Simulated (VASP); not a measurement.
# SiC (F-43m) in VASP: settings compared, part 2 of 2

VASP 6.6.1. Earlier steps stand in the parts before.

## 4. Single point, r2SCAN+D3(BJ)

This run uses another cell than the first one, of 10.55 Å³/atom.

POSCAR reads:

```
SiC
1.0
    0.0000000000      2.1934308841      2.1934308841
    2.1934308841      0.0000000000      2.1934308841
    2.1934308841      2.1934308841      0.0000000000
Si C
1 1
Direct
    0.0000000000      0.0000000000      0.0000000000
    0.7500000000      0.7500000000      0.7500000000
```

INCAR.step1 reads:

```
SYSTEM = SiC
PREC = Accurate
ENCUT = 660
ISMEAR = -1
SIGMA = 0.05
LREAL = .False.
LASPH = .True.
NELM = 120
NBANDS = 11
GGA = PE
ALGO = Normal
EDIFF = 1E-5
LWAVE = .True.
LCHARG = .False.
GGA_COMPAT = .False.
```

INCAR.step2 reads:

```
SYSTEM = SiC
PREC = Accurate
ENCUT = 660
EDIFF = 1E-6
ISMEAR = -1
SIGMA = 0.05
LREAL = .False.
LASPH = .True.
NELM = 120
ALGO = Normal
ISIF = 2
LWAVE = .False.
LCHARG = .False.
METAGGA = R2SCAN
LMIXTAU = .True.
IVDW = 12
VDW_S6 = 1.0
VDW_S8 = 0.78981345
VDW_A1 = 0.49484001
VDW_A2 = 5.73083694
NBANDS = 11
ISTART = 1
GGA_COMPAT = .False.
```

KPOINTS reads:

```
Automatic mesh
0
Gamma
  10 10 10
  0 0 0
```

Potentials or basis: VASP PAW PBE potentials, release 64 (Si, C).

On the command line:

```bash
$ cat potpaw_PBE.64/Si/POTCAR potpaw_PBE.64/C/POTCAR > POTCAR
$ cp INCAR.step1 INCAR
$ mpirun -np 1 vasp_std > vasp.out
$ cp INCAR.step2 INCAR
$ mpirun -np 1 vasp_std > vasp.out
```

OUTCAR:

```text
SYSTEM = SiC
   PREC = Accurate
   ENCUT = 660
   EDIFF = 1E-6
   ISMEAR = -1
   LREAL = .False.
   LASPH = .True.
   NELM = 120
   ISIF = 2
   METAGGA = R2SCAN
   IVDW = 12
   ISTART = 1
 IVDW          = 12

 ion  position               nearest neighbor table
   1  0.000  0.000  0.000-   2 1.90   2 1.90   2 1.90   2 1.90
   2  0.750  0.750  0.750-   1 1.90   1 1.90   1 1.90   1 1.90

  LATTYP: Found a face centered cubic cell.
 ALAT       =     4.3868617682

  Lattice vectors:

 A1 = (   0.0000000000,   2.1934308841,   2.1934308841)
 A2 = (   2.1934308841,   0.0000000000,   2.1934308841)
 A3 = (   2.1934308841,   2.1934308841,   0.0000000000)

Analysis of symmetry for initial positions (statically):
=====================================================================
 Subroutine PRICEL returns:
 Original cell was already a primitive cell.

 Routine SETGRP: Setting up the symmetry group for a
 face centered cubic supercell.

 Subroutine GETGRP returns: Found 24 space group operations
 (whereof 24 operations were pure point group operations)
 out of a pool of 48 trial point group operations.

The static configuration has the point symmetry T_d .
[... 172 lines left out ...]
      3       7.7606      2.00000
      4       7.7606      2.00000
      5      14.3466      0.00000
      6      15.4655      0.00000
      7      15.4655      0.00000
      8      15.4655      0.00000
      9      22.8502      0.00000
     10      22.8502      0.00000
     11      25.2013      0.00000
[... 309 lines left out ...]
 k-point    24 :       0.4000    0.3000    0.0000
  band No.  band energies     occupation
      1      -5.0805      2.00000
      2       1.9485      2.00000
      3       4.5292      2.00000
      4       5.0465      2.00000
      5      11.0375      0.00000
      6      13.8329      0.00000
      7      20.0339      0.00000
      8      20.3662      0.00000
      9      22.3546      0.00000
     10      26.6549      0.00000
     11      29.9357      0.00000

 [... further k-points ...]

------------------------ aborting loop because EDIFF is reached ----------------------------------------

 Edisp (eV)   -0.27635

 E8    (eV) :    -0.0785

  FORCE on cell =-STRESS in cart. coord.  units (eV):
  Direction    XX          YY          ZZ          XY          YZ          ZX
  --------------------------------------------------------------------------------------
  -------------------------------------------------------------------------------------
  Total      -0.92881    -0.92881    -0.92881     0.00000     0.00000    -0.00000
  in kB     -70.50754   -70.50754   -70.50754     0.00000     0.00000    -0.00000
  external pressure =      -70.51 kB  Pullay stress =        0.00 kB

 VOLUME and BASIS-vectors are now :
 -----------------------------------------------------------------------------
  energy-cutoff  :      660.00
  volume of cell :       21.11
      direct lattice vectors                 reciprocal lattice vectors
     0.000000000  2.193430884  2.193430884    -0.227953387  0.227953387  0.227953387
     2.193430884  0.000000000  2.193430884     0.227953387 -0.227953387  0.227953387
     2.193430884  2.193430884  0.000000000     0.227953387  0.227953387 -0.227953387

 POSITION                                       TOTAL-FORCE (eV/Angst)
 -----------------------------------------------------------------------------------
      0.00000      0.00000      0.00000        -0.000000     -0.000000     -0.000000
      3.29015      3.29015      3.29015         0.000000      0.000000      0.000000
 -----------------------------------------------------------------------------------
    total drift:                                0.000000      0.000000      0.000000

  FREE ENERGIE OF THE ION-ELECTRON SYSTEM (eV)
  ---------------------------------------------------
  free  energy   TOTEN  =       -19.6010406921 eV

  energy  without entropy=      -19.6010406917  energy(sigma->0) =      -19.60104069
```

OSZICAR.step1:

```text
N       E                     dE             d eps       ncg     rms          rms(c)
DAV:   1     0.747754903486E+01    0.74775E+01   -0.44773E+03  1050   0.743E+02
DAV:   2    -0.161099312695E+02   -0.23587E+02   -0.22618E+02  1310   0.118E+02
DAV:   3    -0.168603018211E+02   -0.75037E+00   -0.74927E+00  1281   0.186E+01
DAV:   4    -0.168632003326E+02   -0.28985E-02   -0.28984E-02  1162   0.144E+00
DAV:   5    -0.168632139334E+02   -0.13601E-04   -0.13601E-04  1271   0.934E-02    0.860E+00
DAV:   6    -0.151148527946E+02    0.17484E+01   -0.64534E+00  1151   0.113E+01    0.379E+00
DAV:   7    -0.150711041815E+02    0.43749E-01   -0.36117E-01  1232   0.346E+00    0.174E+00
DAV:   8    -0.150634357955E+02    0.76684E-02   -0.20101E-02  1175   0.949E-01    0.172E-01
DAV:   9    -0.150635347715E+02   -0.98976E-04   -0.17078E-03  1289   0.234E-01    0.112E-01
DAV:  10    -0.150636493551E+02   -0.11458E-03   -0.25390E-04  1166   0.962E-02    0.266E-02
DAV:  11    -0.150636517945E+02   -0.24394E-05   -0.46378E-05  1241   0.351E-02
   1 F= -.15063652E+02 E0= -.15063652E+02  d E =-.140431E-07
```

Run time: 62 s. Hardware: 1 thread of AMD EPYC 7R43 (Zen 3), shared host; peak memory 0.14 GiB.

What came out:

- Free energy: -19.6010 eV
- Pressure: -7.1 GPa
- Band gap on the k mesh: 1.74 eV (least direct gap 5.03 eV)
- Dispersion energy per atom: -0.138 eV

Levels at points of the mesh, in eV from the valence-band top:
| k point | band 1 | band 2 | band 3 | band 4 | band 5 | band 6 | band 7 | band 8 | band 9 |
| --- | --- | --- | --- | --- | --- | --- | --- | --- | --- |
| (0.00, 0.00, 0.00) | -16.02 | 0.00 | 0.00 | 0.00 | 6.59 | 7.70 | 7.70 | 7.70 | 15.09 |
| (0.50, 0.00, 0.00) | -12.47 | -8.71 | -1.10 | -1.10 | 5.80 | 7.67 | 7.67 | 10.83 | 17.15 |
| (0.50, 0.50, 0.00) | -11.03 | -7.99 | -3.29 | -3.29 | 1.74 | 4.75 | 14.88 | 14.88 | 15.71 |

Caveat: the cell stands under tension; the PAW data sets were made with another functional, which shifts forces and pressure a little. r2SCAN opens gaps a little over a GGA but as a rule still falls short of measured ones.

## 5. Single point, PBEsol

This run uses another cell than the first one, of 10.35 Å³/atom.

INCAR reads:

```
  ALGO = Normal
  EDIFF = 1E-6
  ENCUT = 600
  GGA = PS
  GGA_COMPAT = F
  ISIF = 2
  ISMEAR = 0
  LASPH = T
  LCHARG = F
  LREAL = F
  LWAVE = F
  NBANDS = 11
  NELM = 120
  PREC = Accurate
  SIGMA = 0.1
```

KPOINTS reads:

```
k-points
0
Gamma
  10 10 10
```

POSCAR reads:

```
SiC
1.0
    3.0815713500      0.0000000000      0.0000000000
    1.5407856750      2.6687190727      0.0000000000
    1.5407856750      0.8895730242      2.5160924712
Si C
1 1
Direct
    0.0000000000      0.0000000000      0.0000000000
    0.7500000000      0.7500000000      0.7500000000
```

On the command line:

```bash
$ cat potpaw_PBE.64/Si/POTCAR potpaw_PBE.64/C/POTCAR > POTCAR
$ mpirun -np 1 vasp_std > vasp.out
```

Wall time 20 s (1 thread of Intel Xeon 8259CL, shared host); peak memory 0.15 GiB.

The run converged. Its results:

```
Free energy            : -15.9161 eV
Pressure               : 0.0 GPa
Band gap on the k mesh : 1.23 eV (least direct gap 4.44 eV)
```

Levels at points of the mesh, in eV from the valence-band top:
| k point | band 1 | band 2 | band 3 | band 4 | band 5 | band 6 | band 7 | band 8 |
| --- | --- | --- | --- | --- | --- | --- | --- | --- |
| (0.00, 0.00, 0.00) | -15.42 | 0.00 | 0.00 | 0.00 | 6.19 | 7.24 | 7.24 | 7.24 |
| (0.50, 0.00, 0.00) | -11.82 | -8.60 | -1.06 | -1.06 | 5.37 | 7.14 | 7.14 | 9.92 |
| (0.50, 0.50, 0.00) | -10.36 | -7.83 | -3.21 | -3.21 | 1.23 | 4.20 | 13.95 | 13.95 |

Caveat: the PAW data sets were made with another functional, which shifts forces and pressure a little.

## 6. Single point, PBEsol+D3(BJ) (10.16 Å³/atom)

INCAR reads:

```
ALGO = Normal
EDIFF = 1E-6
ENCUT = 600
GGA = PS
GGA_COMPAT = False
ISIF = 2
ISMEAR = -5
IVDW = 12
LASPH = True
LCHARG = False
LREAL = False
LWAVE = False
NBANDS = 11
NELM = 120
PREC = Accurate
SIGMA = 0.05
```

KPOINTS is that of step 5.

POSCAR reads:

```
SiC
1.0
    3.0628215784      0.0000000000      0.0000000000
    1.5314107892      2.6524812942      0.0000000000
    1.5314107892      0.8841604314      2.5007833468
Si C
1 1
Direct
    0.0000000000      0.0000000000      0.0000000000
    0.7500000000      0.7500000000      0.7500000000
```

Potentials or basis: VASP PAW PBE potentials, release 64 (Si, C).

On the command line:

```bash
$ cat potpaw_PBE.64/Si/POTCAR potpaw_PBE.64/C/POTCAR > POTCAR
$ mpirun -np 1 vasp_std > vasp.out
```

OUTCAR:

```text
EDIFF = 1E-6
   ENCUT = 600
   GGA = PS
   ISIF = 2
   ISMEAR = -5
   IVDW = 12
   LASPH = True
   LREAL = False
   NELM = 120
   PREC = Accurate
 IVDW          = 12

 ion  position               nearest neighbor table
   1  0.000  0.000  0.000-   2 1.88   2 1.88   2 1.88   2 1.88
   2  0.750  0.750  0.750-   1 1.88   1 1.88   1 1.88   1 1.88

  LATTYP: Found a face centered cubic cell.
 ALAT       =     4.3314838154

  Lattice vectors:

[... 524 lines left out ...]

------------------------ aborting loop because EDIFF is reached ----------------------------------------

 Edisp (eV)   -0.49260

 E8    (eV) :    -0.2926

  FORCE on cell =-STRESS in cart. coord.  units (eV):
  Direction    XX          YY          ZZ          XY          YZ          ZX
  --------------------------------------------------------------------------------------
  -------------------------------------------------------------------------------------
  Total       0.03813     0.03813     0.03813     0.00000     0.00000    -0.00000
  in kB       3.00699     3.00699     3.00699     0.00000     0.00000    -0.00000
  external pressure =        3.01 kB  Pullay stress =        0.00 kB

 VOLUME and BASIS-vectors are now :
 -----------------------------------------------------------------------------
  energy-cutoff  :      600.00
  volume of cell :       20.32
      direct lattice vectors                 reciprocal lattice vectors
     3.062821578  0.000000000  0.000000000     0.326496328 -0.188502743 -0.133291568
     1.531410789  2.652481294  0.000000000     0.000000000  0.377005486 -0.133291568
     1.531410789  0.884160431  2.500783347     0.000000000  0.000000000  0.399874704

 POSITION                                       TOTAL-FORCE (eV/Angst)
 -----------------------------------------------------------------------------------
      0.00000      0.00000      0.00000         0.000000      0.000000      0.000000
      4.59423      2.65248      1.87559        -0.000000     -0.000000     -0.000000
 -----------------------------------------------------------------------------------
    total drift:                               -0.000000     -0.000000     -0.000000

  FREE ENERGIE OF THE ION-ELECTRON SYSTEM (eV)
  ---------------------------------------------------
  free  energy   TOTEN  =       -16.4034133517 eV

  energy  without entropy=      -16.4034133517  energy(sigma->0) =      -16.40341335
```

Wall time 8.6 s (1 thread of Intel Xeon 8259CL, shared host); peak memory 0.15 GiB.

What came out:

| Quantity | Value |
| --- | --- |
| Free energy | -16.4034 eV |
| Pressure | 0.3 GPa |
| Band gap on the k mesh | 1.22 eV (least direct gap 4.46 eV) |
| Dispersion energy per atom | -0.246 eV |

Caveat: the PAW data sets were made with another functional, which shifts forces and pressure a little.

## 7. Summary

```tsv
level	cell	cutoff (eV)	smearing	gap on the mesh (eV)	pressure (GPa)
r2SCAN+D3(BJ)	a = 3.061 Å, angles 60.0°, 2 atoms	660	fermi-dirac 0.05 eV	1.71	1.8
r2SCAN+D3(BJ)	a = 3.082 Å, angles 60.0°, 2 atoms	660	fermi-dirac 0.05 eV	1.73	-2.9
r2SCAN+D3(BJ)	a = 3.102 Å, angles 60.0°, 2 atoms	660	fermi-dirac 0.05 eV	1.74	-7.1
PBEsol	a = 3.082 Å, angles 60.0°, 2 atoms	600	gaussian 0.1 eV	1.23	0.0
PBEsol+D3(BJ)	a = 3.063 Å, angles 60.0°, 2 atoms	600	tetrahedron	1.22	0.3
```

Alike in all rows: task single point; potentials or basis VASP PAW PBE potentials, release 64 (Si, C); no spin polarisation; k mesh 10 × 10 × 10.

Caveats: the PAW data sets were made with another functional, which shifts forces and pressure a little; the cell stands under tension (at least some runs).

Absolute energies hang on the potentials; compare differences alone.

## 8. Comparison with measurements

Step 5. A measured gap of SiC is 2.4 eV (indirect; quoted in “Insight into the structural, elastic and electronic properties of a new orthorhombic 6O-SiC polytype”, 2020, pmc:7200658); the calculated 1.23 eV misses it by -1.17 eV. The value is that of PBEsol on a finite k mesh, which can miss the band edges, without temperature or zero-point motion. Semilocal functionals fall short of measured gaps as a rule.
